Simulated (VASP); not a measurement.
Write the native input for VASP 6.6.1 that does the following.

```
Task                   : single point
Functional             : PBE
Potentials or basis    : VASP PAW PBE potentials, release 64 (Cd, Se, S)
Cutoff                 : 520 eV
k mesh                 : 6 × 6 × 2
Occupations            : gaussian, width 0.1 eV
Spin                   : no spin polarisation
Dipole correction      : no
Further INCAR settings : ALGO = Normal; EDIFF = 1e-07; NBANDS = 36
```

The structure of Cd3Se2S lies in POSCAR:

```
Cd3Se2S
1.0
    4.1545526200      0.0000000000      0.0000000000
   -2.0772763100      3.5979481100      0.0000000000
    0.0000000000      0.0000000000     10.1765340200
Cd Se S
3 2 1
Direct
    0.0000000000      0.0000000000      0.0000000000
    0.6666666700      0.3333333300      0.3333333300
    0.3333333300      0.6666666700      0.6666666700
    0.6666666700      0.3333333300      0.0833333300
    0.0000000000      0.0000000000      0.7500000000
    0.3333333300      0.6666666700      0.4166666700
```

One way to write it, as run:

INCAR

```
SYSTEM = Cd3Se2S
ALGO = Normal
EDIFF = 1E-7
ENCUT = 520
GGA = PE
ISIF = 2
ISMEAR = 0
LASPH = .TRUE.
LCHARG = .TRUE.
LELF = .TRUE.
LREAL = .FALSE.
LVHAR = .TRUE.
LWAVE = .FALSE.
NBANDS = 36
NELM = 80
PREC = Accurate
SIGMA = 0.1
```

KPOINTS

```
k-points
0
G
  6 6 2
  0 0 0
```

Potentials or basis: VASP PAW PBE potentials, release 64 (Cd, Se, S).

Launch:

```sh
$ cat potpaw_PBE.64/Cd/POTCAR potpaw_PBE.64/Se/POTCAR potpaw_PBE.64/S/POTCAR > POTCAR
$ mpirun -np 1 vasp_std > vasp.out
```

Results of the run:

```yaml
Pressure: 7.8 GPa
Largest_force: 0.660 eV/Å
Band_gap_on_the_k_mesh: 0.89 eV
```

Caveat: the cell stands under pressure.

Run time: 2.3 min on 1 thread of Intel Xeon 8259CL, on a shared host, peak memory 0.3 GiB.
